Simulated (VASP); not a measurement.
# GaN (Fm-3m) in VASP: dielectric tensor with PBEsol

Aim: the dielectric tensor of GaN with PBEsol.

Program: VASP 6.6.1. These are calculated values, not measurements. Logs are shortened: lines on timing, memory, paths and dates and some standing lists are left out, and cuts for length are marked.

### 1 The cell of the first run

The structure is cubic, space group Fm-3m (No. 225). Conventional cell: a = 4.270 Å, b = 4.270 Å, c = 4.270 Å, α = 90.00°, β = 90.00°, γ = 90.00°. Ga (site symmetry m-3m) has 6 N at 2.14 Å within 2.8 Å. N (site symmetry m-3m) has 6 Ga at 2.14 Å within 2.8 Å.

### 2 Dielectric tensor, PBEsol

Contents of INCAR:

```
PREC = Accurate
ENCUT = 520
EDIFF = 1E-8
ISMEAR = 0
SIGMA = 0.01
LREAL = F
LASPH = T
NELM = 100
ALGO = Normal
ISIF = 2
LWAVE = F
LCHARG = F
GGA = PS
LEPSILON = T
```

Contents of KPOINTS:

```
regular mesh
0
Gamma
  8 8 8
```

Contents of POSCAR:

```
GaN
1.0
    3.0196780000      0.0000000000      0.0000000000
    1.5098390000      2.6151178592      0.0000000000
    1.5098390000      0.8717059531      2.4655567625
Ga N
1 1
Direct
    0.0000000000      0.0000000000      0.0000000000
    0.5000000000      0.5000000000      0.5000000000
```

Potentials or basis: VASP PAW PBE potentials, release 64 (Ga_d, N).

The run is started by

```
$ cat potpaw_PBE.64/Ga_d/POTCAR potpaw_PBE.64/N/POTCAR > POTCAR
$ mpirun -np 1 vasp_std > vasp.out
```

OUTCAR:

```text
PREC = Accurate
   ENCUT = 520
   EDIFF = 1E-8
   ISMEAR = 0
   LREAL = F
   LASPH = T
   NELM = 100
   ISIF = 2
   GGA = PS
   LEPSILON = T

 ion  position               nearest neighbor table
   1  0.000  0.000  0.000-   2 2.14   2 2.14   2 2.14   2 2.14   2 2.14   2 2.14
   2  0.500  0.500  0.500-   1 2.14   1 2.14   1 2.14   1 2.14   1 2.14   1 2.14

  LATTYP: Found a face centered cubic cell.
 ALAT       =     4.2704695815

  Lattice vectors:

 A1 = (   3.0196780000,   0.0000000000,   0.0000000000)
 A2 = (   1.5098390000,   2.6151178592,   0.0000000000)
 A3 = (   1.5098390000,   0.8717059531,   2.4655567625)

Analysis of symmetry for initial positions (statically):
=====================================================================
 Subroutine PRICEL returns:
 Original cell was already a primitive cell.

 Routine SETGRP: Setting up the symmetry group for a
 face centered cubic supercell.

 Subroutine GETGRP returns: Found 48 space group operations
 (whereof 48 operations were pure point group operations)
 out of a pool of 48 trial point group operations.

The static configuration has the point symmetry O_h .

Analysis of symmetry for dynamics (positions and initial velocities):
=====================================================================
 Subroutine PRICEL returns:
 Original cell was already a primitive cell.

 Routine SETGRP: Setting up the symmetry group for a
 face centered cubic supercell.

 Subroutine GETGRP returns: Found 48 space group operations
 (whereof 48 operations were pure point group operations)
 out of a pool of 48 trial point group operations.

The dynamic configuration has the point symmetry O_h .

 Subroutine INISYM returns: Found 48 space group operations
 (whereof 48 operations are pure point group operations),
 and found     1 'primitive' translations

----------------------------------------------------------------------------------------

                                     Primitive cell

[... 538 lines left out ...]
      direct lattice vectors                 reciprocal lattice vectors
     3.019678000  0.000000000  0.000000000     0.331161137 -0.191195972 -0.135195968
     1.509839000  2.615117859  0.000000000     0.000000000  0.382391943 -0.135195968
     1.509839000  0.871705953  2.465556762     0.000000000  0.000000000  0.405587904

 POSITION                                       TOTAL-FORCE (eV/Angst)
 -----------------------------------------------------------------------------------
      0.00000      0.00000      0.00000         0.000000      0.000000      0.000000
      3.01968      1.74341      1.23278        -0.000000     -0.000000      0.000000
 -----------------------------------------------------------------------------------
    total drift:                               -0.000000      0.000000      0.000000

  FREE ENERGIE OF THE ION-ELECTRON SYSTEM (eV)
  ---------------------------------------------------
  free  energy   TOTEN  =       -12.2434484399 eV

  energy  without entropy=      -12.2434484399  energy(sigma->0) =      -12.24344844

 HEAD OF MICROSCOPIC STATIC DIELECTRIC TENSOR (INDEPENDENT PARTICLE, excluding Hartree and local field effects)
 ------------------------------------------------------
           9.260849     0.000000    -0.000000
           0.000000     9.260849     0.000000
          -0.000000     0.000000     9.260849
 ------------------------------------------------------

 Free energy of the ion-electron system (eV)
  ---------------------------------------------------
  ---------------------------------------------------
  free energy    TOTEN  =        -0.45340729 eV

  energy without entropy =       -0.45340729

------------------------ aborting loop because EDIFF is reached ----------------------------------------

--------------------------------------- Ionic step        2  -------------------------------------------

------------------------ aborting loop because EDIFF is reached ----------------------------------------

--------------------------------------- Ionic step        3  -------------------------------------------

 Free energy of the ion-electron system (eV)
  ---------------------------------------------------
  ---------------------------------------------------
  free energy    TOTEN  =        -0.45340747 eV

  energy without entropy =       -0.45340747

------------------------ aborting loop because EDIFF is reached ----------------------------------------

 PIEZOELECTRIC TENSOR FIELD DIRECTION 3  (e Angst)
 -----------------------------------------------------------------------------
     0.00095  0.00000  0.00000           ( -0.00001  0.00000  0.00000)
     0.00000  0.00095 -0.00000           (  0.00000 -0.00001 -0.00000)
     0.00000 -0.00000 -0.00181           (  0.00000 -0.00000 -0.00001)

 PIEZOELECTRIC TENSOR FIELD DIRECTION 3  (C/m^2)
 -----------------------------------------------------------------------------
     0.00078  0.00000  0.00000
     0.00000  0.00078 -0.00000
     0.00000 -0.00000 -0.00149

 MACROSCOPIC STATIC DIELECTRIC TENSOR (including local field effects in DFT)
 ------------------------------------------------------
           9.007247     0.000000     0.000000
          -0.000000     9.007247     0.000000
          -0.000000     0.000000     9.007247
 ------------------------------------------------------

 PIEZOELECTRIC TENSOR (including local field effects)  for field in x, y, z        (e  Angst)
          XX          YY          ZZ          XY          YZ          ZX
  --------------------------------------------------------------------------------
  x     0.00000     0.00000     0.00000     0.00000     0.00000     0.00000
  y     0.00000     0.00000     0.00000     0.00000     0.00000     0.00000
  z     0.00000     0.00000     0.00000     0.00000     0.00000     0.00000

 PIEZOELECTRIC TENSOR (including local field effects)  for field in x, y, z        (C/m^2)
          XX          YY          ZZ          XY          YZ          ZX
  --------------------------------------------------------------------------------
  x     0.00000     0.00000     0.00000     0.00000     0.00000     0.00000
  y     0.00000     0.00000     0.00000     0.00000     0.00000     0.00000
  z     0.00000     0.00000     0.00000     0.00000     0.00000     0.00000

 BORN EFFECTIVE CHARGES (including local field effects) (in |e|, cummulative output)
 ---------------------------------------------------------------------------------
 ion    1
    1     3.63938     0.00000    -0.00000
    2    -0.00000     3.63938     0.00000
    3    -0.00000     0.00000     3.63938
 ion    2
    1    -3.63938    -0.00000     0.00000
    2     0.00000    -3.63938    -0.00000
    3     0.00000    -0.00000    -3.63938
```

OSZICAR:

```text
N       E                     dE             d eps       ncg     rms          rms(c)
DAV:   1     0.744429981282E+02    0.74443E+02   -0.97451E+03   826   0.258E+03
DAV:   2    -0.843423311156E+01   -0.82877E+02   -0.78131E+02   839   0.333E+02
DAV:   3    -0.137519365626E+02   -0.53177E+01   -0.52793E+01   819   0.789E+01
[... 12 lines left out ...]
RMM:   6    -0.453342080479E+00   -0.25613E-03   -0.20678E-05  3435   0.446E-02    0.638E-03
RMM:   7    -0.453371188442E+00   -0.29108E-04   -0.14818E-06  3332   0.121E-02    0.991E-04
RMM:   8    -0.453408896927E+00   -0.37708E-04   -0.20916E-07  3329   0.450E-03    0.289E-04
RMM:   9    -0.453405902270E+00    0.29947E-05   -0.31063E-08  3398   0.146E-03    0.120E-04
RMM:  10    -0.453407618629E+00   -0.17164E-05   -0.32215E-09  3349   0.507E-04    0.235E-05
RMM:  11    -0.453407468810E+00    0.14982E-06   -0.95128E-10  2642   0.176E-04    0.860E-06
```

Wall time 52 s (1 thread of Intel Xeon 6975P-C (Granite Rapids), shared host); peak memory 0.21 GiB.

What came out:

```yaml
Band_gap_on_the_k_mesh: 0.34 eV, indirect (least direct gap 2.37 eV)
Electronic_dielectric_tensor_diagonal: 9.01
Born_charges_mean_of_the_diagonal: Ga +3.64; N -3.64 e
```

Electronic dielectric tensor:
```
9.01 0.00 0.00
0.00 9.01 0.00
0.00 0.00 9.01
```

Born effective charge tensors (e):
atom 1, Ga
```
3.64 0.00 0.00
0.00 3.64 0.00
0.00 0.00 3.64
```
atom 2, N
```
-3.64  0.00  0.00
 0.00 -3.64  0.00
 0.00  0.00 -3.64
```

Caveat: the gap is small at this level, which inflates the dielectric constant.
